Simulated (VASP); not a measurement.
Nb5O:

```
Nb O
1.0
     0.00000    3.48306    3.48306
     3.48306    0.00000    3.48306
     3.48306    3.48306    0.00000
Nb O
5 1
Direct
  0.75000 0.75000 0.75000
  0.37597 0.37597 0.87208
  0.37597 0.87208 0.37597
  0.37597 0.37597 0.37597
  0.87208 0.37597 0.37597
  0.00000 0.00000 0.00000
```

The cell was generated, and may not be a known phase.

| Item | Value |
| --- | --- |
| Program | VASP 6.6.1 |
| Task | relaxation of cell and atoms |
| Functional | PBE |
| Potentials or basis | VASP PAW PBE potentials, release 64 (Nb_sv, O) |
| Cutoff | 600 eV |
| k mesh | 4 × 4 × 4 |
| Occupations | gaussian, width 0.1 eV |
| Spin | no spin polarisation |

At the start: pressure 50.0 GPa; volume 14.09 Å³/atom.

Q: Where does the relaxation end?

A: Over 10 steps the energy falls by 537.6 meV/atom and the volume is 18.34 Å³/atom (+30.2 %); space group F-43m (No. 216, to 0.1 Å) before and after.

Step by step:
```
step  energy change (eV)  largest force (eV/Å)  pressure (GPa)  volume (Å³)
   1              0.0000                1.0731           49.98        84.51
   2              0.7701                0.9509          -22.90       150.45
   3             -3.0970                1.2065           -1.07       110.37
   4             -3.1045                1.1763            0.24       109.22
   5             -3.1047                1.1594            0.87       108.69
   6             -3.2246                0.0683           -0.45       110.54
   7             -3.2251                0.0220           -0.41       110.43
   8             -3.2251                0.0502           -0.41       110.40
   9             -3.2250                0.0199            0.45       109.71
  10             -3.2255                0.0165            0.03       110.06
```

Final structure:
```yaml
crystal:
  lattice:
    - [0.00000, 3.80368, 3.80368]
    - [3.80368, 0.00000, 3.80368]
    - [3.80368, 3.80368, 0.00000]
  atoms:
    - { symbol: Nb, position: [0.75000, 0.75000, 0.75000] }
    - { symbol: Nb, position: [0.37726, 0.37726, 0.86821] }
    - { symbol: Nb, position: [0.37726, 0.86821, 0.37726] }
    - { symbol: Nb, position: [0.37726, 0.37726, 0.37726] }
    - { symbol: Nb, position: [0.86821, 0.37726, 0.37726] }
    - { symbol: O, position: [0.00000, 0.00000, 0.00000] }
```

Caveat: the k points lie up to 0.36 Å⁻¹ apart in the final cell, too coarse for converged energies and pressures of a metal; the volume moved by over 15 % at a fixed basis, so the end points are rough.
